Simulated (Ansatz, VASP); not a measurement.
# Two plane-wave programs on Na

Contents of INCAR:

```
PREC = Accurate
ENCUT = 520
EDIFF = 1E-6
ISMEAR = 0
SIGMA = 0.15
LREAL = False
LASPH = True
NELM = 100
ALGO = Fast
ISIF = 2
LWAVE = False
LCHARG = True
GGA = PS
LELF = True
LVHAR = True
NBANDS = 14
```

Contents of KPOINTS:

```
Automatic mesh
0
Gamma
  18 18 10
```

Contents of POSCAR:

```
Na
1.0
    3.9766993653      0.0000000000      0.0000000000
   -1.9883496827      3.4439226736      0.0000000000
    0.0000000000      0.0000000000      5.5220895145
Na
2
Direct
    0.3333333333      0.6666666667      0.2500000000
    0.6666666667      0.3333333333      0.7500000000
```

Input for Ansatz:

```yaml
crystal:
  lattice:
    - [3.9766993653, 0.0, 0.0]
    - [-1.9883496827, 3.4439226736, 0.0]
    - [0.0, 0.0, 5.5220895145]
  atoms:
    - { symbol: Na, position: [0.3333333333, 0.6666666667, 0.25] }
    - { symbol: Na, position: [0.6666666667, 0.3333333333, 0.75] }
basis:
  ecutwfc: 420
kpoints:
  mp_grid: { grid: [18, 18, 10] }
hamiltonian:
  xc: pbesol
scf:
  occupations: { method: gaussian, width: 0.15 }
output:
  forces: true
  stress: true
  eigenvalues: true
```

Alike in both runs: task single point; functional PBEsol; k mesh 18 × 18 × 10; occupations gaussian, width 0.15 eV; no spin polarisation.

```csv
,VASP,Ansatz
version,VASP 6.6.1,Ansatz 0.2.0
potentials or method,"VASP PAW PBE potentials, release 64 (Na_pv), cutoff 520 eV","scalar-relativistic, plane waves, PAW"
valence electrons in the cell,14,18
```

|  | VASP | Ansatz | Ansatz less VASP |
| --- | --- | --- | --- |
| gap on the k mesh at the Fermi level (eV) | none | none | - |
| pressure (GPa) | 0.0 | -0.2 | -0.19 |
| traceless stress, the component that is largest in VASP (GPa) | 0.86 | 0.86 | -0.001 |

VASP's potentials were made for PBE, not for PBEsol. A gap of «none» marks a metal or a gap that the smearing closes. VASP's potentials hold 14 valence electrons a cell and Ansatz's 18, so a difference there can come from the potentials and not from the codes.
